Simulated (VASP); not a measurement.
CoO, 2 atoms in the cell. It takes space group R-3m (No. 166, trigonal). The conventional cell has a = 3.029 Å, b = 3.029 Å, c = 7.310 Å, α = 90.00°, β = 90.00°, γ = 120.00°. Within 2.8 Å of Co (site symmetry -3m) lie 6 O at 2.13 Å. O (site symmetry -3m) has 6 Co at 2.13 Å within 2.8 Å.  This cell differs from its parent crystal: equal xy, yz and zx shear strains of -1 %.

| Property | Result |
| --- | --- |
| Program | VASP 6.6.1 |
| Task | electric field gradients |
| Functional | PBE |
| Potentials or basis | VASP PAW PBE potentials, release 64 (Co, O) |
| Cutoff | 520 eV |
| k mesh | 16 × 16 × 16 |
| Occupations | fermi-dirac, width 0.05 eV |
| Spin | collinear spin, ferromagnetic start |
| Starting moments | [2.0, 0.0] μB |
| Dipole correction | no |
| Further INCAR settings | ALGO = Normal; EDIFF = 1e-08; NBANDS = 18 |

Potentials or basis: VASP PAW PBE potentials, release 64 (Co, O).

Run with:

```sh
$ cat potpaw_PBE.64/Co/POTCAR potpaw_PBE.64/O/POTCAR > POTCAR
$ mpirun -np 1 vasp_std > vasp.out
```

Hardware: 1 thread of Intel(R) Xeon(R) Platinum 8375C CPU @ 2.90GHz (Ice Lake), on a shared host.

Task: Estimate the wall time of this run.

Result: Wall time 4 min on 1 thread of Intel(R) Xeon(R) Platinum 8375C CPU @ 2.90GHz (Ice Lake) (shared host), peak memory 0.33 GiB. Counts: scf iterations 19, k points 417.
